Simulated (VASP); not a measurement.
# Li (Fm-3m) in VASP: further runs, part 2 of 2

VASP 6.6.1.

### Step 4. Single point, r2SCAN

This run uses another cell than the first one, of 16.93 Å³/atom.

POSCAR reads:

```
Li
1.0
    0.0000000000      2.0380286316      2.0380286316
    2.0380286316      0.0000000000      2.0380286316
    2.0380286316      2.0380286316      0.0000000000
Li
1
Direct
    0.0000000000      0.0000000000      0.0000000000
```

INCAR.step1 reads:

```
PREC = Accurate
ENCUT = 520
ISMEAR = -1
SIGMA = 0.08
LREAL = False
LASPH = True
NELM = 60
NBANDS = 8
GGA = PE
ALGO = Normal
EDIFF = 1E-4
LWAVE = True
LCHARG = False
```

INCAR.step2 reads:

```
PREC = Accurate
ENCUT = 520
EDIFF = 1E-6
ISMEAR = -1
SIGMA = 0.08
LREAL = False
LASPH = True
NELM = 60
ALGO = Normal
ISIF = 2
LWAVE = False
LCHARG = True
METAGGA = R2SCAN
LMIXTAU = True
LELF = True
LVHAR = True
NBANDS = 8
ISTART = 1
```

KPOINTS reads:

```
regular mesh
0
Gamma
  22 22 22
```

Potentials or basis: VASP PAW PBE potentials, release 64 (Li_sv).

Run with:

```sh
$ cat potpaw_PBE.64/Li_sv/POTCAR > POTCAR
$ cp INCAR.step1 INCAR
$ mpirun -np 1 vasp_std > vasp.out
$ cp INCAR.step2 INCAR
$ mpirun -np 1 vasp_std > vasp.out
```

OUTCAR:

```text
PREC = Accurate
   ENCUT = 520
   EDIFF = 1E-6
   ISMEAR = -1
   LREAL = False
   LASPH = True
   NELM = 60
   ISIF = 2
   METAGGA = R2SCAN
   ISTART = 1

 ion  position               nearest neighbor table
   1  0.000  0.000  0.000-

  LATTYP: Found a face centered cubic cell.
 ALAT       =     4.0760572632

  Lattice vectors:

 A1 = (   0.0000000000,   2.0380286316,   2.0380286316)
 A2 = (   2.0380286316,   0.0000000000,   2.0380286316)
 A3 = (   2.0380286316,   2.0380286316,   0.0000000000)

Analysis of symmetry for initial positions (statically):
=====================================================================
 Subroutine PRICEL returns:
 Original cell was already a primitive cell.

 Routine SETGRP: Setting up the symmetry group for a
 face centered cubic supercell.

 Subroutine GETGRP returns: Found 48 space group operations
 (whereof 48 operations were pure point group operations)
 out of a pool of 48 trial point group operations.

The static configuration has the point symmetry O_h .

Analysis of symmetry for dynamics (positions and initial velocities):
=====================================================================
 Subroutine PRICEL returns:
 Original cell was already a primitive cell.

 Routine SETGRP: Setting up the symmetry group for a
 face centered cubic supercell.

 Subroutine GETGRP returns: Found 48 space group operations
 (whereof 48 operations were pure point group operations)
 out of a pool of 48 trial point group operations.

The dynamic configuration has the point symmetry O_h .

 Subroutine INISYM returns: Found 48 space group operations
 (whereof 48 operations are pure point group operations),
 and found     1 'primitive' translations

----------------------------------------------------------------------------------------

                                     Primitive cell

  volume of cell :      16.9302

  direct lattice vectors                    reciprocal lattice vectors
     0.000000000  2.038028632  2.038028632    -0.245335121  0.245335121  0.245335121
     2.038028632  0.000000000  2.038028632     0.245335121 -0.245335121  0.245335121
     2.038028632  2.038028632  0.000000000     0.245335121  0.245335121 -0.245335121

  length of vectors
     2.882207731  2.882207731  2.882207731     0.424932894  0.424932894  0.424932894

  position of ions in fractional coordinates (direct lattice)
     0.000000000  0.000000000  0.000000000

  ion indices of the primitive-cell ions
   primitive index   ion index
                 1           1

----------------------------------------------------------------------------------------

 KPOINTS: regular mesh

Automatic generation of k-mesh.
 Grid dimensions read from file:
 generate k-points for:   22   22   22

 Generating k-lattice:

  Cartesian coordinates                     Fractional coordinates (reciprocal lattice)
    -0.011151596  0.011151596  0.011151596     0.045454545  0.000000000  0.000000000
     0.011151596 -0.011151596  0.011151596     0.000000000  0.045454545  0.000000000
     0.011151596  0.011151596 -0.011151596     0.000000000  0.000000000  0.045454545

  Length of vectors
     0.019315132  0.019315132  0.019315132

  Shift w.r.t. Gamma in fractional coordinates (k-lattice)
     0.000000000  0.000000000  0.000000000

 Subroutine IBZKPT returns following result:
 ===========================================

 Found    328 irreducible k-points:

 Following reciprocal coordinates:
            Coordinates               Weight
  0.000000  0.000000  0.000000      1.000000
  0.045455  0.000000  0.000000      8.000000
  0.090909  0.000000  0.000000      8.000000
  0.136364  0.000000  0.000000      8.000000
  0.181818  0.000000  0.000000      8.000000
  0.227273  0.000000  0.000000      8.000000
[... 16 lines left out ...]
  0.500000  0.045455  0.000000     24.000000
 -0.454545  0.045455  0.000000     24.000000
 [... further k-points ...]
   k-points           NKPTS =    328   k-points in BZ     NKDIM =    328   number of bands    NBANDS=      8
   number of dos      NEDOS =    301   number of ions     NIONS =      1
   total plane-waves  NPLWV =  13824
   dimension x,y,z NGX =    24 NGY =   24 NGZ =   24
   dimension x,y,z NGXF=    48 NGYF=   48 NGZF=   48
   ions per type =               1
   NGX,Y,Z   is equivalent  to a cutoff of  13.84, 13.84, 13.84 a.u.
   NGXF,Y,Z  is equivalent  to a cutoff of  27.69, 27.69, 27.69 a.u.
 SYSTEM =  unknown system
   PREC   = accura    normal or accurate (medium, high low for compatibility)
   ISTART =      1    job   : 0-new  1-cont  2-samecut
   ICHARG =      0    charge: 1-file 2-atom 10-const
   ISPIN  =      1    spin polarized calculation?
   LNONCOLLINEAR =      F non collinear calculations
   LSORBIT =      F    spin-orbit coupling
   LASPH  =      T    aspherical Exc in radial PAW
   ENCUT  =  520.0 eV  38.22 Ry    6.18 a.u.   5.36  5.36  5.36*2*pi/ulx,y,z
   NELM   =     60;   NELMIN=  2; NELMDL=  0     # of ELM steps
   EDIFF  = 0.1E-05   stopping-criterion for ELM
   LREAL  =      F    real-space projection
   EDIFFG = 0.1E-04   stopping-criterion for IOM
   NSW    =      0    number of steps for IOM
   IBRION =     -1    ionic relax: 0-MD 1-quasi-New 2-CG
   NFREE  =      0    steps in history (QN), initial steepest desc. (CG)
   ISIF   =      2    stress and relaxation
   ISYM   =      2    0-nonsym 1-usesym 2-fastsym
   POTIM  = 0.5000    time-step for ionic-motion
   TEBEG  =    0.0;   TEEND  =   0.0 temperature during run
   PSTRESS=    0.0 pullay stress
   NELECT =       3.0000    total number of electrons
   NUPDOWN=      -1.0000    fix difference up-down
   EMIN   =  10.00;   EMAX   =-10.00  energy-range for DOS
   EFERMI =   0.00;   METHOD = LEGACY
   ISMEAR =    -1;   SIGMA  =   0.08  broadening in eV -4-tet -1-fermi 0-gaus
   EFERMI_NEDOS =   21; number of points for ismear=-14 and -15
   IALGO  =     38    algorithm
   IMIX   =      4    mixing-type and parameters
     AMIX     =   0.40;   BMIX     =  1.00
     AMIX_MAG =   1.60;   BMIX_MAG =  1.00
  volume/ion in A,a.u.               =      16.93       114.25
  Fermi-wavevector in a.u.,A,eV,Ry     =   0.919521  1.737643 11.503982  0.845519
  Thomas-Fermi vector in A             =   2.044724
   LORBIT       =      0    0 simple, 1 ext, 2 COOP (PROOUT), +10 PAW based schemes
   METAGGA = R2SCAN    functional components
   LHFCALC =     F    Hartree Fock is set to
   AEXX    =    0.0000 exact exchange contribution
   IVDW    =     0    specifies the selected vdW correction
   LEPSILON=     F    determine dielectric tensor
   LRPA    =     F    only Hartree local field effects (RPA)
 non-spin polarized calculation
  energy-cutoff  :      520.00
  volume of cell :       16.93
 maximum number of plane-waves:       470
 NGX is ok and might be reduce to    24
   NGX = 11   NGY = 11   NGZ = 11

 number of electron       3.0000000 magnetization

 Free energy of the ion-electron system (eV)
  ---------------------------------------------------
  ext. energy  EPLUGINS =         0.00000000
  ---------------------------------------------------
  free energy    TOTEN  =        -2.34605441 eV

  energy without entropy =       -2.33702246  energy(sigma->0) =       -2.34153844

 E-fermi :   1.2020     XC(G=0):  -7.9343

 val. band max:        1.1928401463   @ k =   0.5000   0.0909   0.0000
 cond. band min:       1.2382891828   @ k =  -0.2727   0.2727   0.0000
 fundamental gap:      0.0454490365
 Fermi energy:         1.2020450450

 k-point     1 :       0.0000    0.0000    0.0000
  band No.  band energies     occupation
      1     -46.6616      2.00000
      2      -2.8846      2.00000
      3      19.3175      0.00000
      4      19.3175      0.00000
      5      19.3189      0.00000
      6      22.8411      0.00000
      7      22.8411      0.00000
      8      22.8413      0.00000
[... 243 lines left out ...]
 k-point    24 :      -0.4545    0.0455    0.0000
  band No.  band energies     occupation
      1     -46.6234      2.00000
      2       1.0393      1.76864
      3       5.2117      0.00000
      4      16.5866      0.00000
      5      16.9721      0.00000
      6      20.0713      0.00000
      7      21.1188      0.00000
      8      23.2257      0.00000

 [... further k-points ...]

------------------------ aborting loop because EDIFF is reached ----------------------------------------

  FORCE on cell =-STRESS in cart. coord.  units (eV):
  Direction    XX          YY          ZZ          XY          YZ          ZX
  --------------------------------------------------------------------------------------
  -------------------------------------------------------------------------------------
  Total        0.3443948      0.3443948      0.3443948     -0.0000000     -0.0000000     -0.0000000
  in kB       32.5916459     32.5916459     32.5916459     -0.0000000     -0.0000000     -0.0000000
  external PRESSURE =      32.5916459 kB  Pullay stress =       0.0000000 kB

 VOLUME and BASIS-vectors are now :
 -----------------------------------------------------------------------------
  energy-cutoff  :      520.00
  volume of cell :       16.93
      direct lattice vectors                 reciprocal lattice vectors
     0.000000000  2.038028632  2.038028632    -0.245335121  0.245335121  0.245335121
     2.038028632  0.000000000  2.038028632     0.245335121 -0.245335121  0.245335121
     2.038028632  2.038028632  0.000000000     0.245335121  0.245335121 -0.245335121

 POSITION                                       TOTAL-FORCE (eV/Angst)
 -----------------------------------------------------------------------------------
      0.00000      0.00000      0.00000         0.000000      0.000000      0.000000
 -----------------------------------------------------------------------------------
    total drift:                               -0.000000     -0.000000     -0.000000

  FREE ENERGIE OF THE ION-ELECTRON SYSTEM (eV)
  ---------------------------------------------------
  free  energy   TOTEN  =        -2.3460544087 eV

  energy  without entropy=       -2.3370224640  energy(sigma->0) =       -2.34153844
```

OUTCAR.step1:

```text
PREC = Accurate
   ENCUT = 520
   ISMEAR = -1
   LREAL = False
   LASPH = True
   NELM = 60
[... 479 lines left out ...]
 POSITION                                       TOTAL-FORCE (eV/Angst)
 -----------------------------------------------------------------------------------
      0.00000      0.00000      0.00000         0.000000      0.000000     -0.000000
 -----------------------------------------------------------------------------------
    total drift:                               -0.000000     -0.000000     -0.000000

  FREE ENERGIE OF THE ION-ELECTRON SYSTEM (eV)
  ---------------------------------------------------
  free  energy   TOTEN  =        -1.8806860269 eV

  energy  without entropy=       -1.8709619275  energy(sigma->0) =       -1.87582398
```

Wall time 2.8 min (1 thread of Oxide Virtual Turin-like, shared host); peak memory 0.12 GiB.

Results:

* Free energy: -2.3461 eV
* Band gap on the k mesh: zero (an odd number of electrons rules out a gap without spin polarisation)

Caveat: the cutoff is under 1.25 times the usual one of these potentials, so pressure, stress and relaxed cells hold a basis-set (Pulay) error; the PAW data sets were made with another functional, which shifts forces and pressure a little.

### Step 5. Overview

```tsv
cell	gap on the mesh (eV)
a = 2.711 Å, angles 60.0°, 1 atom	none
a = 2.784 Å, angles 60.0°, 1 atom	none
a = 2.882 Å, angles 60.0°, 1 atom	none
```

Alike in all rows: task single point; level r2SCAN; potentials or basis VASP PAW PBE potentials, release 64 (Li_sv); no spin polarisation; k mesh 22 × 22 × 22; cutoff (eV) 520; smearing fermi-dirac 0.08 eV.

Caveats: the cutoff is under 1.25 times the usual one of these potentials, so pressure, stress and relaxed cells hold a basis-set (Pulay) error; the PAW data sets were made with another functional, which shifts forces and pressure a little.

Absolute energies hang on the potentials; compare differences alone.
